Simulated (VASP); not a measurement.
# ZrC (P1) in VASP: relaxation of cell and atoms with PBE

Aim: the relaxation of cell and atoms of ZrC with PBE.

Program: VASP 6.6.1. These are calculated values, not measurements. Logs are shortened: lines on timing, memory, paths and dates and some standing lists are left out, and cuts for length are marked.

## 1. The cell of the first run

The typed cell holds 4 atoms: a = 3.304 Å, b = 3.303 Å, c = 5.794 Å, α = 74.23°, β = 72.66°, γ = 62.17°.

## 2. Relaxation of cell and atoms, PBE

INCAR

```
PREC     = Accurate       # precision mode
ENCUT    = 600            # plane-wave cutoff, eV
EDIFF    = 1E-7           # SCF threshold, eV
ISMEAR   = 0              # smearing method
SIGMA    = 0.2            # smearing width, eV
LREAL    = False          # projectors in reciprocal space
LASPH    = True           # aspherical terms in the spheres
NELM     = 80             # most SCF steps
ALGO     = Normal         # electronic algorithm
ISIF     = 3              # what is computed and relaxed
LWAVE    = False          # write WAVECAR
LCHARG   = False          # write CHGCAR
GGA      = PE             # functional
IBRION   = 2              # ionic algorithm
NSW      = 80             # ionic steps
EDIFFG   = -0.025         # ionic threshold
```

KPOINTS

```
regular mesh
0
Gamma
  8 8 8
```

POSCAR

```
ZrC
1.0
   -2.3296755748      0.0706150144     -2.3419676887
   -2.3029834687     -2.3674869437      0.0439229084
   -4.7155175713      2.4331146692      2.3275190961
Zr C
2 2
Direct
    0.2907728517      0.3117828738      0.2415324341
    0.7817305458      0.7135325962      0.6981639671
   -0.0753264174     -0.0387312249      0.0336450861
    0.5028230199      0.5134157548      0.5266585127
```

Potentials or basis: VASP PAW PBE potentials, release 64 (Zr_sv, C).

Command:

```sh
$ cat potpaw_PBE.64/Zr_sv/POTCAR potpaw_PBE.64/C/POTCAR > POTCAR
$ mpirun -np 1 vasp_std > vasp.out
```

OUTCAR:

```text
PREC = Accurate
   ENCUT = 600
   EDIFF = 1E-7
   ISMEAR = 0
   LREAL = False
   LASPH = True
   NELM = 80
   ISIF = 3
   GGA = PE
   IBRION = 2
   NSW = 80
   EDIFFG = -0.025

 ion  position               nearest neighbor table
   1  0.291  0.312  0.242-   3 2.04   3 2.13   4 2.32   4 2.52   4 2.60   3 2.68   2 2.96   2 3.20
                             2 3.32   2 3.37   2 3.65   2 3.71
   2  0.782  0.714  0.698-   4 1.94   4 2.14   4 2.38   3 2.54   3 2.65   3 2.81   1 2.96   1 3.20
                             1 3.32   1 3.37   1 3.65   1 3.71
   3  0.925  0.961  0.034-   1 2.04   1 2.13   2 2.54   2 2.65   1 2.68   2 2.81
   4  0.503  0.513  0.527-   2 1.94   2 2.14   1 2.32   2 2.38   1 2.52   1 2.60

  Warning from LATTYP: Got some problem with cell dimensions!
  Tried to take original basis but could not verify dimensions!
  LATTYP: Found a triclinic cell.
 ALAT       =     5.8462963261
 B/A-ratio  =     0.5649950168
 C/A-ratio  =     0.9837555123
 COS(alpha) =     0.0056041988
 COS(beta)  =     0.1613031860
 COS(gamma) =     0.8661434925

  Lattice vectors:

 A1 = (   2.2762913626,   4.8055889018,  -2.4298135055)
 A2 = (   2.3029834687,   2.3674869437,  -0.0439229084)
 A3 = (   2.3858419965,  -2.3624996548,  -4.6694867848)

Analysis of symmetry for initial positions (statically):
=====================================================================
 Subroutine PRICEL returns:
 Original cell was already a primitive cell.

 Routine SETGRP: Setting up the symmetry group for a
 triclinic supercell.

 Subroutine GETGRP returns: Found  1 space group operations
 (whereof  1 operations were pure point group operations)
 out of a pool of  2 trial point group operations.

The static configuration has the point symmetry C_1 .

Analysis of symmetry for dynamics (positions and initial velocities):
=====================================================================
 Subroutine PRICEL returns:
 Original cell was already a primitive cell.

 Routine SETGRP: Setting up the symmetry group for a
 triclinic supercell.

 Subroutine GETGRP returns: Found  1 space group operations
 (whereof  1 operations were pure point group operations)
 out of a pool of  2 trial point group operations.

The dynamic configuration has the point symmetry C_1 .

 Subroutine INISYM returns: Found  1 space group operations
 (whereof  1 operations are pure point group operations),
 and found     1 'primitive' translations

----------------------------------------------------------------------------------------

                                     Primitive cell

  volume of cell :      52.7188

  direct lattice vectors                    reciprocal lattice vectors
    -2.329675575  0.070615014 -2.341967689    -0.106550942  0.097747222 -0.318052403
    -2.302983469 -2.367486944  0.043922908    -0.111205697 -0.312335375  0.101204483
    -4.715517571  2.433114669  2.327519096    -0.105113804  0.104248130  0.107705391

  length of vectors
     3.304116738  3.303128291  5.794264242     0.349377952  0.346644546  0.183076584

  position of ions in fractional coordinates (direct lattice)
     0.290772852  0.311782874  0.241532434
     0.781730546  0.713532596  0.698163967
     0.924673583  0.961268775  0.033645086
     0.502823020  0.513415755  0.526658513

  ion indices of the primitive-cell ions
   primitive index   ion index
                 1           1
                 2           2
                 3           3
                 4           4

----------------------------------------------------------------------------------------

 KPOINTS: regular mesh

Automatic generation of k-mesh.
 Grid dimensions read from file:
 generate k-points for:    8    8    8

 Generating k-lattice:

  Cartesian coordinates                     Fractional coordinates (reciprocal lattice)
    -0.013318868  0.012218403 -0.039756550     0.125000000 -0.000000000 -0.000000000
    -0.013900712 -0.039041922  0.012650560     0.000000000  0.125000000  0.000000000
    -0.013139226  0.013031016  0.013463174     0.000000000  0.000000000  0.125000000

  Length of vectors
     0.043672244  0.043330568  0.022884573

  Shift w.r.t. Gamma in fractional coordinates (k-lattice)
     0.000000000  0.000000000  0.000000000

 Subroutine IBZKPT returns following result:
 ===========================================

 Found    260 irreducible k-points:

 Following reciprocal coordinates:
            Coordinates               Weight
  0.000000  0.000000  0.000000      1.000000
  0.125000  0.000000 -0.000000      2.000000
  0.250000  0.000000 -0.000000      2.000000
  0.375000 -0.000000  0.000000      2.000000
  0.500000  0.000000 -0.000000      1.000000
 -0.000000  0.125000  0.000000      2.000000
[... 16 lines left out ...]
  0.125000  0.375000 -0.000000      2.000000
  0.250000  0.375000 -0.000000      2.000000
 [... further k-points ...]
   k-points           NKPTS =    260   k-points in BZ     NKDIM =    260   number of bands    NBANDS=     20
   number of dos      NEDOS =    301   number of ions     NIONS =      4
   total plane-waves  NPLWV =  37632
   dimension x,y,z NGX =    28 NGY =   28 NGZ =   48
   dimension x,y,z NGXF=    56 NGYF=   56 NGZF=   96
   ions per type =               2   2
   NGX,Y,Z   is equivalent  to a cutoff of  14.09, 14.09, 13.77 a.u.
   NGXF,Y,Z  is equivalent  to a cutoff of  28.18, 28.18, 27.54 a.u.
 SYSTEM =  unknown system
   PREC   = accura    normal or accurate (medium, high low for compatibility)
   ISTART =      0    job   : 0-new  1-cont  2-samecut
   ICHARG =      2    charge: 1-file 2-atom 10-const
   ISPIN  =      1    spin polarized calculation?
   LNONCOLLINEAR =      F non collinear calculations
   LSORBIT =      F    spin-orbit coupling
   LASPH  =      T    aspherical Exc in radial PAW
   ENCUT  =  600.0 eV  44.10 Ry    6.64 a.u.   6.60  6.60 11.57*2*pi/ulx,y,z
   NELM   =     80;   NELMIN=  2; NELMDL= -5     # of ELM steps
   EDIFF  = 0.1E-06   stopping-criterion for ELM
   LREAL  =      F    real-space projection
   EDIFFG = -.3E-01   stopping-criterion for IOM
   NSW    =     80    number of steps for IOM
   IBRION =      2    ionic relax: 0-MD 1-quasi-New 2-CG
   NFREE  =      1    steps in history (QN), initial steepest desc. (CG)
   ISIF   =      3    stress and relaxation
   ISYM   =      2    0-nonsym 1-usesym 2-fastsym
   POTIM  = 0.5000    time-step for ionic-motion
   TEBEG  =    0.0;   TEEND  =   0.0 temperature during run
   PSTRESS=    0.0 pullay stress
   NELECT =      32.0000    total number of electrons
   NUPDOWN=      -1.0000    fix difference up-down
   EMIN   =  10.00;   EMAX   =-10.00  energy-range for DOS
   EFERMI =   0.00;   METHOD = LEGACY
   ISMEAR =     0;   SIGMA  =   0.20  broadening in eV -4-tet -1-fermi 0-gaus
   EFERMI_NEDOS =   21; number of points for ismear=-14 and -15
   IALGO  =     38    algorithm
   IMIX   =      4    mixing-type and parameters
     AMIX     =   0.40;   BMIX     =  1.00
     AMIX_MAG =   1.60;   BMIX_MAG =  1.00
  volume/ion in A,a.u.               =      13.18        88.94
  Fermi-wavevector in a.u.,A,eV,Ry     =   1.386127  2.619400 26.141514  1.921347
  Thomas-Fermi vector in A             =   2.510472
   LORBIT       =      0    0 simple, 1 ext, 2 COOP (PROOUT), +10 PAW based schemes
   GGA     = PE    functional components
   LHFCALC =     F    Hartree Fock is set to
   AEXX    =    0.0000 exact exchange contribution
   IVDW    =     0    specifies the selected vdW correction
   LEPSILON=     F    determine dielectric tensor
   LRPA    =     F    only Hartree local field effects (RPA)
 conjugate gradient relaxation of ions
 non-spin polarized calculation
 Gauss-broadening in eV      SIGMA  =   0.20
  energy-cutoff  :      600.00
  volume of cell :       52.72
 maximum number of plane-waves:      1781
 NGX is ok and might be reduce to    28
   NGX = 13   NGY = 13   NGZ = 23

--------------------------------------- Ionic step        1  -------------------------------------------

 number of electron      32.0000000 magnetization

 Free energy of the ion-electron system (eV)
  ---------------------------------------------------
  ext. energy  EPLUGINS =         0.00000000
  ---------------------------------------------------
  free energy    TOTEN  =       -36.55249503 eV

  energy without entropy =      -36.55206719  energy(sigma->0) =      -36.55228111

------------------------ aborting loop because EDIFF is reached ----------------------------------------

  FORCE on cell =-STRESS in cart. coord.  units (eV):
  Direction    XX          YY          ZZ          XY          YZ          ZX
  --------------------------------------------------------------------------------------
  -------------------------------------------------------------------------------------
  Total       10.1478982      0.5047302      7.8948101      0.0977238     -0.6811248     -1.0833080
  in kB      308.4046778     15.3392515    239.9310990      2.9699222    -20.7000585    -32.9228025
  external PRESSURE =     187.8916761 kB  Pullay stress =       0.0000000 kB
[... 95 lines left out ...]
  FREE ENERGIE OF THE ION-ELECTRON SYSTEM (eV)
  ---------------------------------------------------
  free  energy   TOTEN  =       -37.9273771377 eV

  energy  without entropy=      -37.9255189226  energy(sigma->0) =      -37.92644803

[... ionic steps 4 to 12 ...]

--------------------------------------- Ionic step       13  -------------------------------------------

 number of electron      32.0000000 magnetization

------------------------ aborting loop because EDIFF is reached ----------------------------------------
[... 71 lines left out ...]
--------------------------------------- Ionic step       15  -------------------------------------------

 number of electron      32.0000000 magnetization

 Free energy of the ion-electron system (eV)
  ---------------------------------------------------
  ext. energy  EPLUGINS =         0.00000000
  ---------------------------------------------------
  free energy    TOTEN  =       -38.92872257 eV

  energy without entropy =      -38.91471418  energy(sigma->0) =      -38.92171837

 E-fermi :   9.5243     XC(G=0): -12.1039

 val. band max:        9.5238954928   @ k =   0.0000  -0.2500   0.3750
 cond. band min:       9.5245388734   @ k =  -0.2500  -0.2500   0.3750
 fundamental gap:      0.0006433806
 Fermi energy:         9.5242711185

 k-point     1 :       0.0000    0.0000    0.0000
  band No.  band energies     occupation
      1     -38.5845      2.00000
      2     -38.4853      2.00000
      3     -17.1350      2.00000
      4     -16.3776      2.00000
      5     -16.3772      2.00000
      6     -16.2994      2.00000
[... 541 lines left out ...]
     19      13.1266      0.00000
     20      13.8185      0.00000

 [... further k-points ...]

------------------------ aborting loop because EDIFF is reached ----------------------------------------

  FORCE on cell =-STRESS in cart. coord.  units (eV):
  Direction    XX          YY          ZZ          XY          YZ          ZX
  --------------------------------------------------------------------------------------
  -------------------------------------------------------------------------------------
  Total        0.0243036      0.0070163      0.0025784      0.0090680     -0.0048285      0.0211966
  in kB        0.7454545      0.2152077      0.0790874      0.2781380     -0.1481033      0.6501531
  external PRESSURE =       0.3465832 kB  Pullay stress =       0.0000000 kB
[... 19 lines left out ...]
  FREE ENERGIE OF THE ION-ELECTRON SYSTEM (eV)
  ---------------------------------------------------
  free  energy   TOTEN  =       -38.9287225701 eV

  energy  without entropy=      -38.9147141756  energy(sigma->0) =      -38.92171837

 reached required accuracy - stopping structural energy minimisation
```

Wall time 25 min (1 thread of Intel Xeon 6975P-C (Granite Rapids), shared host); peak memory 0.44 GiB.

What came out:

```yaml
Free_energy: -38.9287 eV
Relaxed_volume: 13.06 Å³/atom
Relaxed_cell: a = 3.331 Å, b = 3.332 Å, c = 5.764 Å, α = 73.20°, β = 73.21°, γ = 60.01°
Space_group_after_relaxing_to_0.1_Å: Fm-3m (No. 225)
Energy_gained_by_relaxing: 594.1 meV/atom
Ionic_steps: 15
Pressure_after_relaxing: 0.0 GPa
Largest_force_after_relaxing: 0.015 eV/Å
Band_gap_on_the_k_mesh: zero (bands 16 and 17 overlap by 1.31 eV)
```

Forces in eV/Å, atoms in the order of the input:
```
Zr  -0.002 -0.012 -0.008
Zr  -0.004  0.007  0.000
C    0.014  0.005  0.002
C   -0.007  0.000  0.005
```

Step by step:
```csv
step,energy change (eV),largest force (eV/Å),pressure (GPa),volume (Å³)
1,0.0000,7.5866,18.79,52.72
2,-0.4838,1.8510,-26.32,65.19
3,-1.3749,2.0705,-13.37,58.43
4,-1.3822,2.1293,-12.23,58.08
5,-2.0290,1.7027,2.99,52.34
6,-2.0432,1.6803,6.85,51.39
7,-2.2889,1.0727,1.07,52.18
8,-2.2889,1.0730,1.07,52.18
9,-2.3573,0.3605,-2.21,52.81
10,-2.3593,0.3677,-2.77,52.94
11,-2.3662,0.2016,3.19,51.52
12,-2.3733,0.1582,0.63,52.10
13,-2.3759,0.0734,-0.20,52.29
14,-2.3760,0.0578,-0.08,52.26
15,-2.3762,0.0154,0.03,52.23
```

Final structure:
```
CELL_PARAMETERS angstrom
-2.35523 -0.00157 -2.35600
-2.35503 -2.35666 0.00132
-4.70812 2.35148 2.35084
ATOMIC_POSITIONS crystal
Zr 0.24993 0.24974 0.25007
Zr 0.74989 0.75015 0.74998
C 0.00013 0.00026 0.00003
C 0.50005 0.49986 0.49992
```
